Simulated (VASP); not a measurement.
# Cu in VASP: single point with PBE

Aim: the single point of Cu with PBE.

Everything below comes from runs of VASP 6.6.1. Logs are shortened: lines on timing, memory, paths and dates and some standing lists are left out, and cuts for length are marked.

## (1) The cell of the first run

The cell holds a slab with vacuum, 5 atoms: a = 2.568 Å, b = 2.568 Å, c = 23.387 Å, α = 90.00°, β = 90.00°, γ = 120.00°.

## (2) Single point, PBE, collinear spin

INCAR

```
ALGO = Fast
DIPOL = 0.5 0.5 0.500
EDIFF = 1E-6
ENCUT = 520
GGA = PE
IDIPOL = 3
ISIF = 2
ISMEAR = 0
ISPIN = 2
LASPH = True
LCHARG = False
LDIPOL = True
LMAXMIX = 4
LORBIT = 11
LREAL = False
LWAVE = False
MAGMOM = 1 0 0 0 1
NBANDS = 40
NELM = 150
PREC = Accurate
SIGMA = 0.1
```

KPOINTS

```
k-points
0
Gamma
  15 15 1
```

POSCAR

```
Cu
1.0
    2.5680103728      0.0000000000      0.0000000000
   -1.2840051864      2.2239622200      0.0000000000
    0.0000000000      0.0000000000     23.3870563155
Cu
5
Direct
    0.3333333333      0.6666666667      0.3206902100
    0.6666666667      0.3333333333      0.4103451050
    0.3333333333      0.6666666667      0.5000000000
    0.6666666667      0.3333333333      0.5896548950
    0.3333333333      0.6666666667      0.6793097900
```

Potentials or basis: VASP PAW PBE potentials, release 64 (Cu).

Command:

```sh
$ cat potpaw_PBE.64/Cu/POTCAR > POTCAR
$ mpirun -np 1 vasp_std > vasp.out
```

OUTCAR:

```text
EDIFF = 1E-6
   ENCUT = 520
   GGA = PE
   ISIF = 2
   ISMEAR = 0
   ISPIN = 2
   LASPH = True
   LORBIT = 11
   LREAL = False
   NELM = 150
   PREC = Accurate

 ion  position               nearest neighbor table
   1  0.333  0.667  0.321-   2 2.57   2 2.57   2 2.57
   2  0.667  0.333  0.410-   1 2.57   3 2.57   1 2.57   3 2.57   1 2.57   3 2.57
   3  0.333  0.667  0.500-   2 2.57   4 2.57   2 2.57   4 2.57   2 2.57   4 2.57
   4  0.667  0.333  0.590-   5 2.57   3 2.57   5 2.57   3 2.57   5 2.57   3 2.57
   5  0.333  0.667  0.679-   4 2.57   4 2.57   4 2.57

  LATTYP: Found a hexagonal cell.
 ALAT       =     2.5680103728
 C/A-ratio  =     9.1070723714

  Lattice vectors:

 A1 = (   2.5680103728,   0.0000000000,   0.0000000000)
 A2 = (  -1.2840051864,   2.2239622200,   0.0000000000)
 A3 = (   0.0000000000,   0.0000000000,  23.3870563155)

Analysis of symmetry for initial positions (statically):
=====================================================================
 Subroutine PRICEL returns:
 Original cell was already a primitive cell.

 Routine SETGRP: Setting up the symmetry group for a
 hexagonal supercell.

 Subroutine GETGRP returns: Found 12 space group operations
 (whereof 12 operations were pure point group operations)
 out of a pool of 24 trial point group operations.

The static configuration has the point symmetry D_3h.

Analysis of symmetry for dynamics (positions and initial velocities):
=====================================================================
 Subroutine PRICEL returns:
 Original cell was already a primitive cell.

 Routine SETGRP: Setting up the symmetry group for a
 hexagonal supercell.

 Subroutine GETGRP returns: Found 12 space group operations
 (whereof 12 operations were pure point group operations)
 out of a pool of 24 trial point group operations.

The dynamic configuration has the point symmetry D_3h.

Analysis of structural, dynamic, and magnetic symmetry:
=====================================================================
 Subroutine PRICEL returns:
 Original cell was already a primitive cell.

 Routine SETGRP: Setting up the symmetry group for a
 hexagonal supercell.

 Subroutine GETGRP returns: Found 12 space group operations
 (whereof 12 operations were pure point group operations)
 out of a pool of 24 trial point group operations.

The overall configuration has the point symmetry D_3h.

 Subroutine INISYM returns: Found 12 space group operations
 (whereof 12 operations are pure point group operations),
[... 145 lines left out ...]

 number of electron      55.0000018 magnetization      -0.0000068

 dipolmoment           0.000000      0.000000     -0.000000 electrons x Angstroem

 Free energy of the ion-electron system (eV)
  ---------------------------------------------------
  ext. energy  EPLUGINS =         0.00000000
  ---------------------------------------------------
  free energy    TOTEN  =       -17.71688974 eV

  energy without entropy =      -17.71133009  energy(sigma->0) =      -17.71410991

 E-fermi :   0.7335     XC(G=0):  -6.4378

 val. band max:        0.6560672339   @ k =   0.1333   0.0000   0.0000
 cond. band min:       0.7342911782   @ k =   0.2667   0.0667   0.0000
 fundamental gap:      0.0782239443
 Fermi energy:         0.7335107536

 spin component 1

 k-point     1 :       0.0000    0.0000    0.0000
  band No.  band energies     occupation
      1      -8.2387      1.00000
      2      -7.3302      1.00000
      3      -6.0503      1.00000
      4      -4.7770      1.00000
      5      -4.3123      1.00000
      6      -2.3933      1.00000
[... 997 lines left out ...]
     38       9.7727      0.00000
     39      10.7232      0.00000

 [... further k-points ...]

 spin component 2

 k-point     1 :       0.0000    0.0000    0.0000
  band No.  band energies     occupation
      1      -8.2387      1.00000
      2      -7.3302      1.00000
      3      -6.0503      1.00000
      4      -4.7770      1.00000
      5      -4.3123      1.00000
      6      -2.3933      1.00000
[... 997 lines left out ...]
     38       9.7727      0.00000
     39      10.7232      0.00000

 [... further k-points ...]

 [bands above 39 left out]

------------------------ aborting loop because EDIFF is reached ----------------------------------------

 vacuum level on the upper side and lower side of the slab       (xc-potential included)        -0.008        -0.008

  FORCE on cell =-STRESS in cart. coord.  units (eV):
  Direction    XX          YY          ZZ          XY          YZ          ZX
  --------------------------------------------------------------------------------------
  -------------------------------------------------------------------------------------
  Total       -1.2436932     -1.2436932     -0.0202981      0.0000000     -0.0000000      0.0000000
  in kB      -14.9184642    -14.9184642     -0.2434817      0.0000000     -0.0000000      0.0000000
  external PRESSURE =     -10.0268034 kB  Pullay stress =       0.0000000 kB

 VOLUME and BASIS-vectors are now :
 -----------------------------------------------------------------------------
  energy-cutoff  :      520.00
  volume of cell :      133.57
      direct lattice vectors                 reciprocal lattice vectors
     2.568010373  0.000000000  0.000000000     0.389406527  0.224823963  0.000000000
    -1.284005186  2.223962220  0.000000000     0.000000000  0.449647926  0.000000000
     0.000000000  0.000000000 23.387056316     0.000000000  0.000000000  0.042758695

 POSITION                                       TOTAL-FORCE (eV/Angst)
 -----------------------------------------------------------------------------------
     -0.00000      1.48264      7.50000        -0.000000      0.000000      0.033628
      1.28401      0.74132      9.59676         0.000000      0.000000     -0.072142
     -0.00000      1.48264     11.69353        -0.000000      0.000000      0.000000
      1.28401      0.74132     13.79029         0.000000      0.000000      0.072142
     -0.00000      1.48264     15.88706        -0.000000     -0.000000     -0.033628
 -----------------------------------------------------------------------------------
    total drift:                                0.000002     -0.000001     -0.000000

  FREE ENERGIE OF THE ION-ELECTRON SYSTEM (eV)
  ---------------------------------------------------
  free  energy   TOTEN  =       -17.7168897359 eV

  energy  without entropy=      -17.7113300892  energy(sigma->0) =      -17.71410991

 vacuum level on the upper side and lower side of the slab         5.515         5.515

 total charge

# of ion       s       p       d       tot
------------------------------------------
    1        0.448   0.283   9.187   9.918
    2        0.441   0.366   9.179   9.986
    3        0.440   0.369   9.175   9.985
    4        0.441   0.366   9.179   9.986
    5        0.448   0.283   9.187   9.918
--------------------------------------------------
tot          2.219   1.666  45.907  49.792

 magnetization (x)

# of ion       s       p       d       tot
------------------------------------------
    1       -0.000   0.000  -0.000   0.000
    2       -0.000   0.000  -0.000  -0.000
    3       -0.000   0.000   0.000   0.000
    4       -0.000   0.000  -0.000  -0.000
    5       -0.000   0.000  -0.000   0.000
--------------------------------------------------
tot         -0.000   0.000  -0.000   0.000
```

Run time: 9.5 min. Hardware: 1 thread of Oxide Virtual Turin-like, shared host; peak memory 0.38 GiB.

Results:

| Quantity | Value |
| --- | --- |
| Free energy | -17.7169 eV |
| Largest force | 0.072 eV/Å |
| Net moment | 0.00 μB per cell |
| Valence electrons inside the program's atomic spheres | Cu 9.92, 9.99, 9.98 (each value once) |

Forces on the atoms (eV/Å):
```
Cu   0.000  0.000  0.034
Cu   0.000  0.000 -0.072
Cu   0.000  0.000  0.000
Cu   0.000  0.000  0.072
Cu   0.000  0.000 -0.034
```
